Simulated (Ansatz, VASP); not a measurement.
**One calculation of Li2O, two programs**

INCAR

```
ALGO = Normal
EDIFF = 1E-6
ENCUT = 750
GGA = PE
GGA_COMPAT = F
ISIF = 2
ISMEAR = 0
LASPH = T
LCHARG = F
LREAL = F
LWAVE = F
NBANDS = 13
NELM = 120
PREC = Accurate
SIGMA = 0.02
```

The input KPOINTS:

```
k-points
0
Gamma
  8 8 8
```

File POSCAR:

```
Li2O
1.0
    0.0000000000      2.2265196650      2.2265196650
    2.2265196650      0.0000000000      2.2265196650
    2.2265196650      2.2265196650      0.0000000000
Li O
2 1
Direct
    0.2500000000      0.2500000000      0.2500000000
    0.7500000000      0.7500000000      0.7500000000
    0.0000000000      0.0000000000      0.0000000000
```

Input for Ansatz:

```yaml
crystal:
  lattice:
    - [0.0, 2.226519665, 2.226519665]
    - [2.226519665, 0.0, 2.226519665]
    - [2.226519665, 2.226519665, 0.0]
  atoms:
    - { symbol: Li, position: [0.25, 0.25, 0.25] }
    - { symbol: Li, position: [0.75, 0.75, 0.75] }
    - { symbol: O, position: [0.0, 0.0, 0.0] }
basis:
  ecutwfc: 420
kpoints:
  mp_grid: { grid: [8, 8, 8] }
hamiltonian:
  xc: pbe
scf:
  occupations: { method: gaussian, width: 0.02 }
output:
  forces: true
  stress: true
  eigenvalues: true
```

Alike in both runs: task single point; functional PBE; k mesh 8 × 8 × 8; occupations gaussian, width 0.02 eV; no spin polarisation.

```csv
,VASP,Ansatz
version,VASP 6.6.1,Ansatz 0.2.0
potentials or method,"VASP PAW PBE potentials, release 64 (Li_sv, O), cutoff 750 eV","scalar-relativistic, plane waves, PAW"
valence electrons in the cell,12,12
```

VASP gave:

| Property | Result |
| --- | --- |
| gap on the k mesh at the Fermi level (eV) | 5.19 |
| least direct gap on the mesh (eV) | 6.12 |
| pressure (GPa) | 11.2 |

Task: Estimate Ansatz's values.

Result: gap on the k mesh at the Fermi level (eV): 5.20; least direct gap on the mesh (eV): 6.12; pressure (GPa): 11.3.

The functional is the same, so the differences come from potentials, cutoffs and numerics.
